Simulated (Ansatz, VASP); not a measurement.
Ta4O in VASP and in Ansatz

File INCAR:

```
PREC = Accurate
ENCUT = 520
EDIFF = 1E-7
ISMEAR = 0
SIGMA = 0.1
LREAL = F
LASPH = T
NELM = 150
ALGO = Normal
ISIF = 2
LWAVE = F
LCHARG = F
ISPIN = 2
MAGMOM = 1 1 1 1 0
LORBIT = 11
LMAXMIX = 4
GGA = PE
NBANDS = 37
```

Contents of KPOINTS:

```
Automatic mesh
0
Gamma
  6 6 4
```

Contents of POSCAR:

```
Ta4O
1.0
    5.4691466660      0.0000000000      0.0000000000
   -2.7345733330      4.7364199498      0.0000000000
    0.0000000000      0.0000000000      4.4610256212
Ta O
4 1
Direct
    0.1616556320      0.8383443680      0.5000000000
    0.1616556320      0.3233112640      0.5000000000
    0.6766887360      0.8383443680      0.5000000000
    0.0000000000      0.0000000000      0.0000000000
    0.3333333333      0.6666666667      0.0000000000
```

Input for Ansatz:

```yaml
crystal:
  lattice:
    - [5.469146666, 0.0, 0.0]
    - [-2.734573333, 4.7364199498, 0.0]
    - [0.0, 0.0, 4.4610256212]
  atoms:
    - { symbol: Ta, position: [0.161655632, 0.838344368, 0.5], spin: 1.0 }
    - { symbol: Ta, position: [0.161655632, 0.323311264, 0.5], spin: 1.0 }
    - { symbol: Ta, position: [0.676688736, 0.838344368, 0.5], spin: 1.0 }
    - { symbol: Ta, position: [0.0, 0.0, 0.0], spin: 1.0 }
    - { symbol: O, position: [0.3333333333, 0.6666666667, 0.0] }
basis:
  ecutwfc: 420
kpoints:
  mp_grid: { grid: [6, 6, 4] }
hamiltonian:
  xc: pbe
scf:
  occupations: { method: gaussian, width: 0.1 }
  lower_state_search: "off"
output:
  forces: true
  stress: true
  eigenvalues: true
  populations: true
magnetization:
  spin_polarized: true
```

Alike in both runs: task single point; functional PBE; k mesh 6 × 6 × 4; occupations gaussian, width 0.1 eV; collinear spin.

|  | VASP | Ansatz |
| --- | --- | --- |
| version | VASP 6.6.1 | Ansatz 0.2.0 |
| potentials or method | VASP PAW PBE potentials, release 64 (Ta_pv, O), cutoff 520 eV | scalar-relativistic, plane waves, PAW |
| valence electrons in the cell | 50 | 58 |

|  | VASP | Ansatz | Ansatz less VASP |
| --- | --- | --- | --- |
| gap on the k mesh at the Fermi level (eV) | none | none | - |
| pressure (GPa) | 0.3 | 0.2 | -0.06 |
| traceless stress, the component that is largest in VASP (GPa) | -0.18 | -0.17 | +0.006 |
| net moment per atom (μB) | 0.00 | 0.00 | 0.000 |

A gap of «none» marks a metal or a gap that the smearing closes. VASP's potentials hold 50 valence electrons a cell and Ansatz's 58, so a difference there can come from the potentials and not from the codes. Ansatz's warnings: seeded moment not kept.

Spin-orbit coupling is off throughout.
